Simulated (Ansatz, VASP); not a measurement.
**CaSe in VASP and in Ansatz**

The input INCAR:

```
PREC = Accurate
ENCUT = 520
EDIFF = 1E-6
ISMEAR = 0
SIGMA = 0.05
LREAL = False
LASPH = True
NELM = 100
ALGO = Normal
ISIF = 2
LWAVE = False
LCHARG = False
GGA = PS
NBANDS = 15
```

The input KPOINTS:

```
Automatic mesh
0
Gamma
  8 8 8
```

The input POSCAR:

```
CaSe
1.0
    0.1293250000      2.9560000000      2.9560000000
    2.9560000000      0.1293250000      2.9560000000
    3.0853250000      3.0853250000      0.0000000000
Ca Se
1 1
Direct
    0.0000000000      0.0000000000      0.0000000000
    0.5000000000      0.5000000000      0.5000000000
```

Input for Ansatz:

```yaml
crystal:
  lattice:
    - [0.129325, 2.956, 2.956]
    - [2.956, 0.129325, 2.956]
    - [3.085325, 3.085325, 0.0]
  atoms:
    - { symbol: Ca, position: [0.0, 0.0, 0.0] }
    - { symbol: Se, position: [0.5, 0.5, 0.5] }
basis:
  ecutwfc: 420
kpoints:
  mp_grid: { grid: [8, 8, 8] }
hamiltonian:
  xc: pbesol
scf:
  occupations: { method: gaussian, width: 0.05 }
output:
  forces: true
  stress: true
  eigenvalues: true
```

Change from the starting cell: strain +0.0875 x Voigt [0, 0, 0, 0, 0, 1], atoms carried along.

Alike in both runs: task single point; functional PBEsol; k mesh 8 × 8 × 8; occupations gaussian, width 0.05 eV; no spin polarisation.

|  | VASP | Ansatz |
| --- | --- | --- |
| version | VASP 6.6.1 | Ansatz 0.2.0 |
| potentials or method | VASP PAW PBE potentials, release 64 (Ca_sv, Se), cutoff 520 eV | scalar-relativistic, plane waves, PAW |
| valence electrons in the cell | 16 | 26 |

```tsv
	VASP	Ansatz	Ansatz less VASP
gap on the k mesh at the Fermi level (eV)	1.61	1.62	+0.012
least direct gap on the mesh (eV)	2.46	2.47	+0.010
pressure (GPa)	-0.9	-1.1	-0.19
traceless stress, the component that is largest in VASP (GPa)	-2.41	-2.42	-0.013
```

VASP's potentials were made for PBE, not for PBEsol. VASP's potentials hold 16 valence electrons a cell and Ansatz's 26, so a difference there can come from the potentials and not from the codes.
